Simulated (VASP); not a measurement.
A run of VASP 6.6.1 is set up as follows.

The input INCAR:

```
PREC = Accurate
ENCUT = 520
EDIFF = 1E-7
ISMEAR = 0
SIGMA = 0.1
LREAL = False
LASPH = True
NELM = 150
ALGO = Normal
ISIF = 2
LWAVE = False
LCHARG = False
ISPIN = 2
MAGMOM = 0 0 1 0 0 0
LORBIT = 11
LMAXMIX = 4
GGA = PE
NBANDS = 30
```

The input KPOINTS:

```
Automatic mesh
0
Gamma
  6 6 6
```

Contents of POSCAR:

```
Al2MoN3
1.0
    5.1876794827     -0.0000000028      0.0000000000
   -2.5938397390      4.4926622201      0.0000000000
    0.0000000000      0.0000000000      2.6368127584
Al Mo N
2 1 3
Direct
    0.3333333333      0.6666666667      0.5000000000
    0.6666666667      0.3333333333      0.5000000000
    0.0000000000      0.0000000000      0.5000000000
    0.5000000000      0.5000000000      0.0000000000
    0.5000000000      0.0000000000      0.0000000000
    0.0000000000      0.5000000000      0.0000000000
```

Potentials or basis: VASP PAW PBE potentials, release 64 (Al, Mo_sv, N).

Run with:

```bash
$ cat potpaw_PBE.64/Al/POTCAR potpaw_PBE.64/Mo_sv/POTCAR potpaw_PBE.64/N/POTCAR > POTCAR
$ mpirun -np 1 vasp_std > vasp.out
```

Q: Estimate the site moments.

A: Al +0.00; Mo +1.05; N -0.07 μB.

Q: What does it give for the pressure?

A: -0.1 GPa.

Q: What does it give for the net moment?

A: 0.95 μB per cell.

Caveat: the k points lie up to 0.40 Å⁻¹ apart.
